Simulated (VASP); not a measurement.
Crystal: Zr4ScO.

```
Zr Sc O
1.0
     0.00000    3.52397    3.52397
     3.52397    0.00000    3.52397
     3.52397    3.52397    0.00000
Zr Sc O
4 1 1
Cartesian
  4.4122 2.6358 2.6358
  2.6358 4.4122 2.6358
  2.6358 2.6358 4.4122
  4.4122 4.4122 4.4122
  1.7620 1.7620 1.7620
  0.0000 0.0000 0.0000
```

| Quantity | Value |
| --- | --- |
| Program | VASP 6.6.1 |
| Task | relaxation of cell and atoms |
| Functional | PBE |
| Potentials or basis | VASP PAW PBE potentials, release 64 (Zr_sv, Sc_sv, O) |
| Cutoff | 600 eV |
| k mesh | 4 × 4 × 4 |
| Occupations | gaussian, width 0.1 eV |
| Spin | no spin polarisation |

At the start: pressure 61.7 GPa; volume 14.59 Å³/atom.

Task: How do energy, volume and symmetry change on relaxing?

Result: Over 5 steps the energy falls by 1093.8 meV/atom and the volume is 22.41 Å³/atom (+53.7 %); space group F-43m (No. 216, to 0.05 Å).

The path:
| step | energy change (eV) | largest force (eV/Å) | pressure (GPa) | volume (Å³) |
| --- | --- | --- | --- | --- |
| 1 | 0.0000 | 1.5544 | 61.66 | 87.52 |
| 2 | -4.5146 | 0.1789 | -12.21 | 179.63 |
| 3 | -6.5614 | 0.1218 | 0.06 | 134.56 |
| 4 | -6.5605 | 0.1178 | -0.46 | 135.64 |
| 5 | -6.5625 | 0.0255 | 0.16 | 134.48 |

Final structure:
```
Zr Sc O
1.0
     0.00000    4.06644    4.06644
     4.06644    0.00000    4.06644
     4.06644    4.06644    0.00000
Zr Sc O
4 1 1
Direct
  0.13541 0.62153 0.62153
  0.62153 0.13541 0.62153
  0.62153 0.62153 0.13541
  0.62153 0.62153 0.62153
  0.25000 0.25000 0.25000
  0.00000 0.00000 0.00000
```

Caveat: the k points lie up to 0.33 Å⁻¹ apart in the final cell; the volume moved by over 15 % at a fixed basis, so the end points are rough; an odd number of electrons without spin polarisation forces a metal; a magnetic or distorted state may lie lower.
